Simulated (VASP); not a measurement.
# MgO in VASP: further runs, part 2 of 3

VASP 6.6.1. Earlier steps stand in the parts before.

**3. Electric field gradients, PBE**

Contents of INCAR:

```
PREC = Accurate
ENCUT = 520
EDIFF = 1E-8
ISMEAR = -1
SIGMA = 0.01
LREAL = False
LASPH = True
NELM = 80
ALGO = Normal
ISIF = 2
LWAVE = False
LCHARG = False
GGA = PE
LEFG = True
NBANDS = 11
```

Contents of KPOINTS:

```
Automatic mesh
0
Gamma
  15 15 15
```

Contents of POSCAR:

```
MgO
1.0
    0.0000000000      2.1351500000      2.1351500000
    2.1351500000      0.0000000000      2.1351500000
    2.1351500000      2.1351500000      0.0000000000
Mg O
1 1
Direct
    0.0000000000      0.0000000000      0.0000000000
    0.5000000000      0.5000000000      0.5000000000
```

Potentials or basis: VASP PAW PBE potentials, release 64 (Mg, O).

Command:

```sh
$ cat potpaw_PBE.64/Mg/POTCAR potpaw_PBE.64/O/POTCAR > POTCAR
$ mpirun -np 1 vasp_std > vasp.out
```

OUTCAR:

```text
PREC = Accurate
   ENCUT = 520
   EDIFF = 1E-8
   ISMEAR = -1
   LREAL = False
   LASPH = True
   NELM = 80
   ISIF = 2
   GGA = PE

 ion  position               nearest neighbor table
   1  0.000  0.000  0.000-   2 2.14   2 2.14   2 2.14   2 2.14   2 2.14   2 2.14
   2  0.500  0.500  0.500-   1 2.14   1 2.14   1 2.14   1 2.14   1 2.14   1 2.14

  LATTYP: Found a face centered cubic cell.
 ALAT       =     4.2703000000

  Lattice vectors:

 A1 = (   0.0000000000,   2.1351500000,   2.1351500000)
 A2 = (   2.1351500000,   0.0000000000,   2.1351500000)
 A3 = (   2.1351500000,   2.1351500000,   0.0000000000)

Analysis of symmetry for initial positions (statically):
=====================================================================
 Subroutine PRICEL returns:
 Original cell was already a primitive cell.

 Routine SETGRP: Setting up the symmetry group for a
 face centered cubic supercell.

 Subroutine GETGRP returns: Found 48 space group operations
 (whereof 48 operations were pure point group operations)
 out of a pool of 48 trial point group operations.

The static configuration has the point symmetry O_h .

Analysis of symmetry for dynamics (positions and initial velocities):
=====================================================================
 Subroutine PRICEL returns:
 Original cell was already a primitive cell.

 Routine SETGRP: Setting up the symmetry group for a
 face centered cubic supercell.

 Subroutine GETGRP returns: Found 48 space group operations
 (whereof 48 operations were pure point group operations)
 out of a pool of 48 trial point group operations.

The dynamic configuration has the point symmetry O_h .

 Subroutine INISYM returns: Found 48 space group operations
 (whereof 48 operations are pure point group operations),
 and found     1 'primitive' translations

----------------------------------------------------------------------------------------

                                     Primitive cell

  volume of cell :      19.4677

  direct lattice vectors                    reciprocal lattice vectors
     0.000000000  2.135150000  2.135150000    -0.234175585  0.234175585  0.234175585
     2.135150000  0.000000000  2.135150000     0.234175585 -0.234175585  0.234175585
     2.135150000  2.135150000  0.000000000     0.234175585  0.234175585 -0.234175585

  length of vectors
     3.019558088  3.019558088  3.019558088     0.405604011  0.405604011  0.405604011

  position of ions in fractional coordinates (direct lattice)
     0.000000000  0.000000000  0.000000000
     0.500000000  0.500000000  0.500000000

  ion indices of the primitive-cell ions
   primitive index   ion index
                 1           1
                 2           2

----------------------------------------------------------------------------------------

 KPOINTS: Automatic mesh

Automatic generation of k-mesh.
 Grid dimensions read from file:
 generate k-points for:   15   15   15
[... 73 lines left out ...]
   TEBEG  =    0.0;   TEEND  =   0.0 temperature during run
   PSTRESS=    0.0 pullay stress
   NELECT =       8.0000    total number of electrons
   NUPDOWN=      -1.0000    fix difference up-down
   EMIN   =  10.00;   EMAX   =-10.00  energy-range for DOS
   EFERMI =   0.00;   METHOD = LEGACY
   ISMEAR =    -1;   SIGMA  =   0.01  broadening in eV -4-tet -1-fermi 0-gaus
   EFERMI_NEDOS =   21; number of points for ismear=-14 and -15
   IALGO  =     38    algorithm
   IMIX   =      4    mixing-type and parameters
     AMIX     =   0.40;   BMIX     =  1.00
     AMIX_MAG =   1.60;   BMIX_MAG =  1.00
  volume/ion in A,a.u.               =       9.73        65.69
  Fermi-wavevector in a.u.,A,eV,Ry     =   1.217119  2.300022 20.155386  1.481379
  Thomas-Fermi vector in A             =   2.352450
   LORBIT       =      0    0 simple, 1 ext, 2 COOP (PROOUT), +10 PAW based schemes
   GGA     = PE    functional components
   LHFCALC =     F    Hartree Fock is set to
   AEXX    =    0.0000 exact exchange contribution
   IVDW    =     0    specifies the selected vdW correction
   LEPSILON=     F    determine dielectric tensor
   LRPA    =     F    only Hartree local field effects (RPA)
 non-spin polarized calculation
  energy-cutoff  :      520.00
  volume of cell :       19.47
 maximum number of plane-waves:       534
   NGX = 11   NGY = 11   NGZ = 11

 number of electron       8.0000002 magnetization

 Free energy of the ion-electron system (eV)
  ---------------------------------------------------
  ext. energy  EPLUGINS =         0.00000000
  ---------------------------------------------------
  free energy    TOTEN  =       -11.90974324 eV

  energy without entropy =      -11.90974324  energy(sigma->0) =      -11.90974324

 E-fermi :   3.0885     XC(G=0): -10.8852

 val. band max:        2.8845090976   @ k =   0.0000   0.0000   0.0000
 cond. band min:       7.2204489006   @ k =   0.0000   0.0000   0.0000
 fundamental gap:      4.3359398030
 Fermi energy:         3.0884584136

 k-point     1 :       0.0000    0.0000    0.0000
  band No.  band energies     occupation
      1     -14.1729      2.00000
      2       2.8845      2.00000
      3       2.8845      2.00000
      4       2.8845      2.00000
      5       7.2204      0.00000
      6      18.4503      0.00000
      7      18.4503      0.00000
      8      18.4503      0.00000
      9      22.2600      0.00000
     10      23.9870      0.00000
     11      23.9870      0.00000
[... 309 lines left out ...]
 k-point    24 :       0.2000    0.1333    0.0000
  band No.  band energies     occupation
      1     -13.8044      2.00000
      2       1.1993      2.00000
      3       2.5124      2.00000
      4       2.5190      2.00000
      5       9.2105      0.00000
      6      15.4037      0.00000
      7      19.1050      0.00000
      8      19.2163      0.00000
      9      20.3017      0.00000
     10      24.5129      0.00000
     11      26.5426      0.00000

 [... further k-points ...]
[... 5 lines left out ...]
  --------------------------------------------------------------------------------------
  -------------------------------------------------------------------------------------
  Total       -0.2947821     -0.2947821     -0.2947821      0.0000000      0.0000000     -0.0000000
  in kB      -24.2603162    -24.2603162    -24.2603162      0.0000000      0.0000000     -0.0000000
  external PRESSURE =     -24.2603162 kB  Pullay stress =       0.0000000 kB

 VOLUME and BASIS-vectors are now :
 -----------------------------------------------------------------------------
  energy-cutoff  :      520.00
  volume of cell :       19.47
      direct lattice vectors                 reciprocal lattice vectors
     0.000000000  2.135150000  2.135150000    -0.234175585  0.234175585  0.234175585
     2.135150000  0.000000000  2.135150000     0.234175585 -0.234175585  0.234175585
     2.135150000  2.135150000  0.000000000     0.234175585  0.234175585 -0.234175585

 POSITION                                       TOTAL-FORCE (eV/Angst)
 -----------------------------------------------------------------------------------
      0.00000      0.00000      0.00000        -0.000000     -0.000000      0.000000
      2.13515      2.13515      2.13515         0.000000      0.000000      0.000000
 -----------------------------------------------------------------------------------
    total drift:                               -0.000000     -0.000000      0.000000

  FREE ENERGIE OF THE ION-ELECTRON SYSTEM (eV)
  ---------------------------------------------------
  free  energy   TOTEN  =       -11.9097432443 eV

  energy  without entropy=      -11.9097432443  energy(sigma->0) =      -11.90974324

 Electric field gradients (V/A^2)
---------------------------------------------------------------------
 ion       V_xx      V_yy      V_zz      V_xy      V_xz      V_yz
---------------------------------------------------------------------
   1      -0.000    -0.000    -0.000     0.000     0.000     0.000
   2       0.000     0.000     0.000    -0.002    -0.002    -0.002
---------------------------------------------------------------------

 Electric field gradients after diagonalization (V/A^2)
 (convention: |V_zz| > |V_xx| > |V_yy|)
----------------------------------------------------------------------
 ion       V_xx      V_yy      V_zz     asymmetry (V_yy - V_xx)/ V_zz
----------------------------------------------------------------------
   1      -0.000    -0.000     0.000       0.000
   2       0.002     0.002    -0.005       0.000
----------------------------------------------------------------------

           NMR quadrupolar parameters

 Cq : quadrupolar parameter    Cq=e*Q*V_zz/h
 eta: asymmetry parameters     (V_yy - V_xx)/ V_zz
 Q  : nuclear electric quadrupole moment in mb (millibarn)
----------------------------------------------------------------------
 ion       Cq(MHz)       eta       Q (mb)
----------------------------------------------------------------------
   1       0.000       0.000       1.000
   2      -0.000       0.000       1.000
----------------------------------------------------------------------
```

OSZICAR:

```text
N       E                     dE             d eps       ncg     rms          rms(c)
DAV:   1     0.140029562561E+02    0.14003E+02   -0.45798E+03  3032   0.644E+02
DAV:   2    -0.128244588120E+02   -0.26827E+02   -0.25771E+02  3084   0.134E+02
DAV:   3    -0.134642388448E+02   -0.63978E+00   -0.63921E+00  3169   0.178E+01
DAV:   4    -0.134658686049E+02   -0.16298E-02   -0.16297E-02  2922   0.103E+00
DAV:   5    -0.134658741204E+02   -0.55155E-05   -0.55155E-05  3093   0.583E-02    0.719E+00
DAV:   6    -0.119299322347E+02    0.15359E+01   -0.91048E+00  2754   0.163E+01    0.229E+00
DAV:   7    -0.119159734269E+02    0.13959E-01   -0.66518E-02  2904   0.220E+00    0.135E+00
DAV:   8    -0.119102215333E+02    0.57519E-02   -0.31125E-02  2775   0.196E+00    0.258E-01
DAV:   9    -0.119097673732E+02    0.45416E-03   -0.69005E-04  3051   0.182E-01    0.142E-01
DAV:  10    -0.119097410026E+02    0.26371E-04   -0.55848E-04  2913   0.175E-01    0.837E-03
DAV:  11    -0.119097434370E+02   -0.24344E-05   -0.33730E-06  3048   0.145E-02    0.612E-03
DAV:  12    -0.119097432854E+02    0.15161E-06   -0.73133E-07  2988   0.630E-03    0.720E-04
DAV:  13    -0.119097432684E+02    0.16965E-07   -0.85881E-08  2946   0.167E-03    0.172E-04
DAV:  14    -0.119097432435E+02    0.24935E-07   -0.26527E-09  1518   0.329E-04    0.999E-06
DAV:  15    -0.119097432443E+02   -0.76898E-09   -0.75436E-11  1464   0.682E-05
   1 F= -.11909743E+02 E0= -.11909743E+02  d E =-.736671E-12
```

stdout:

```text
POSCAR found type information on POSCAR MgO
 POSCAR found :  2 types and       2 ions
 scaLAPACK will be used
 LDA part: xc-table for (Slater+PW92), standard interpolation
 POSCAR, INCAR and KPOINTS ok, starting setup
 FFT: planning ... GRIDC
 FFT: planning ... GRID_SOFT
 FFT: planning ... GRID
 WAVECAR not read
 entering main loop
ion   1

ion   2
```

Wall time 14 s (1 thread of Intel Xeon Platinum 8488C (Sapphire Rapids), shared host); peak memory 0.15 GiB.

What came out:

```yaml
Free_energy: -11.9097 eV
Pressure: -2.4 GPa
Band_gap_on_the_k_mesh: 4.34 eV, direct
```

Caveat: without QUAD_EFG the Cq values of the log hold for a quadrupole moment of 1 mb, not for the nuclei.

**4. Electric field gradients, PBE (z stretched by +3 % at fixed volume)**

Contents of INCAR:

```
SYSTEM = MgO
  PREC = Accurate
  ENCUT = 520
  EDIFF = 1E-8
  ISMEAR = -1
  SIGMA = 0.01
  LREAL = .False.
  LASPH = .True.
  NELM = 60
  ALGO = Normal
  ISIF = 2
  LWAVE = .False.
  LCHARG = .False.
  GGA = PE
  LEFG = .True.
  NBANDS = 11
```

Contents of KPOINTS:

```
Automatic mesh
0
Gamma
  11 11 11
  0 0 0
```

Contents of POSCAR:

```
MgO
1.0
    0.0000000000      2.1038258084      2.1992045000
    2.1038258084      0.0000000000      2.1992045000
    2.1038258084      2.1038258084      0.0000000000
Mg O
1 1
Direct
    0.0000000000      0.0000000000      0.0000000000
    0.5000000000      0.5000000000      0.5000000000
```

Potentials or basis: VASP PAW PBE potentials, release 64 (Mg, O).

Command:

```sh
$ cat potpaw_PBE.64/Mg/POTCAR potpaw_PBE.64/O/POTCAR > POTCAR
$ mpirun -np 1 vasp_std > vasp.out
```

OUTCAR:

```text
SYSTEM = MgO
   PREC = Accurate
   ENCUT = 520
   EDIFF = 1E-8
   ISMEAR = -1
   LREAL = .False.
   LASPH = .True.
   NELM = 60
   ISIF = 2
   GGA = PE

 ion  position               nearest neighbor table
   1  0.000  0.000  0.000-   2 2.10   2 2.10   2 2.10   2 2.10   2 2.20   2 2.20
   2  0.500  0.500  0.500-   1 2.10   1 2.10   1 2.10   1 2.10   1 2.20   1 2.20

  LATTYP: Found a body centered tetragonal cell.
 ALAT       =     2.9752589911
 C/A-ratio  =     1.4783281096

  Lattice vectors:

 A1 = (  -2.1038258084,   0.0000000000,   2.1992045000)
 A2 = (   2.1038258084,   0.0000000000,   2.1992045000)
 A3 = (   0.0000000000,   2.1038258084,  -2.1992045000)

Analysis of symmetry for initial positions (statically):
=====================================================================
 Subroutine PRICEL returns:
 Original cell was already a primitive cell.

 Routine SETGRP: Setting up the symmetry group for a
 body centered tetragonal supercell.

 Subroutine GETGRP returns: Found 16 space group operations
 (whereof 16 operations were pure point group operations)
 out of a pool of 16 trial point group operations.

The static configuration has the point symmetry D_4h.

Analysis of symmetry for dynamics (positions and initial velocities):
=====================================================================
 Subroutine PRICEL returns:
 Original cell was already a primitive cell.

 Routine SETGRP: Setting up the symmetry group for a
 body centered tetragonal supercell.

 Subroutine GETGRP returns: Found 16 space group operations
 (whereof 16 operations were pure point group operations)
 out of a pool of 16 trial point group operations.

The dynamic configuration has the point symmetry D_4h.
[... 163 lines left out ...]
      9      22.2850      0.00000
     10      23.3189      0.00000
     11      24.6989      0.00000
[... 309 lines left out ...]
 k-point    24 :      -0.1818    0.1818    0.0000
  band No.  band energies     occupation
      1     -13.4332      2.00000
      2      -0.0033      2.00000
      3       1.8735      2.00000
      4       2.5480      2.00000
      5      10.5046      0.00000
      6      14.5071      0.00000
      7      17.9518      0.00000
      8      20.8356      0.00000
      9      20.8425      0.00000
     10      23.6466      0.00000
     11      26.0645      0.00000

 [... further k-points ...]
[... 5 lines left out ...]
  --------------------------------------------------------------------------------------
  -------------------------------------------------------------------------------------
  Total        0.0501833      0.0501833     -0.7772471      0.0000000     -0.0000000      0.0000000
  in kB        4.1300473      4.1300473    -63.9667829      0.0000000     -0.0000000      0.0000000
  external PRESSURE =     -18.5688961 kB  Pullay stress =       0.0000000 kB

 VOLUME and BASIS-vectors are now :
 -----------------------------------------------------------------------------
  energy-cutoff  :      520.00
  volume of cell :       19.47
      direct lattice vectors                 reciprocal lattice vectors
     0.000000000  2.103825808  2.199204500    -0.237662262  0.237662262  0.227354937
     2.103825808  0.000000000  2.199204500     0.237662262 -0.237662262  0.227354937
     2.103825808  2.103825808  0.000000000     0.237662262  0.237662262 -0.227354937

 POSITION                                       TOTAL-FORCE (eV/Angst)
 -----------------------------------------------------------------------------------
      0.00000      0.00000      0.00000         0.000000     -0.000000      0.000000
      2.10383      2.10383      2.19920        -0.000000      0.000000      0.000000
 -----------------------------------------------------------------------------------
    total drift:                               -0.000000     -0.000000      0.000000

  FREE ENERGIE OF THE ION-ELECTRON SYSTEM (eV)
  ---------------------------------------------------
  free  energy   TOTEN  =       -11.8972242167 eV

  energy  without entropy=      -11.8972242167  energy(sigma->0) =      -11.89722422

 Electric field gradients (V/A^2)
---------------------------------------------------------------------
 ion       V_xx      V_yy      V_zz      V_xy      V_xz      V_yz
---------------------------------------------------------------------
   1      -4.431    -4.431     8.862     0.000     0.000     0.000
   2      -2.676    -2.676     5.352    -0.004    -0.001    -0.001
---------------------------------------------------------------------

 Electric field gradients after diagonalization (V/A^2)
 (convention: |V_zz| > |V_xx| > |V_yy|)
----------------------------------------------------------------------
 ion       V_xx      V_yy      V_zz     asymmetry (V_yy - V_xx)/ V_zz
----------------------------------------------------------------------
   1      -4.431    -4.431     8.862       0.000
   2      -2.680    -2.672     5.352       0.001
----------------------------------------------------------------------

           NMR quadrupolar parameters

 Cq : quadrupolar parameter    Cq=e*Q*V_zz/h
 eta: asymmetry parameters     (V_yy - V_xx)/ V_zz
 Q  : nuclear electric quadrupole moment in mb (millibarn)
----------------------------------------------------------------------
 ion       Cq(MHz)       eta       Q (mb)
----------------------------------------------------------------------
   1       0.021       0.000       1.000
   2       0.013       0.001       1.000
----------------------------------------------------------------------
```

stdout:

```text
POSCAR found type information on POSCAR MgO
 POSCAR found :  2 types and       2 ions
 scaLAPACK will be used
 LDA part: xc-table for (Slater+PW92), standard interpolation
 POSCAR, INCAR and KPOINTS ok, starting setup
 FFT: planning ... GRIDC
 FFT: planning ... GRID_SOFT
 FFT: planning ... GRID
 WAVECAR not read
 entering main loop
ion   1

ion   2
```

Run time: 16 s. Hardware: 1 thread of Intel Xeon Platinum 8488C (Sapphire Rapids), shared host; peak memory 0.16 GiB.

What came out:

```yaml
Free_energy: -11.8972 eV
Pressure: -1.9 GPa
Band_gap_on_the_k_mesh: 4.27 eV, direct
```

Electric field gradients, principal values (V/Å²):
```
atom   least  middle  greatest (by size)
1 Mg  -4.431  -4.431               8.862
 2 O  -2.672  -2.680               5.352
```

Caveat: without QUAD_EFG the Cq values of the log hold for a quadrupole moment of 1 mb, not for the nuclei.

[end of part 2 of 3]
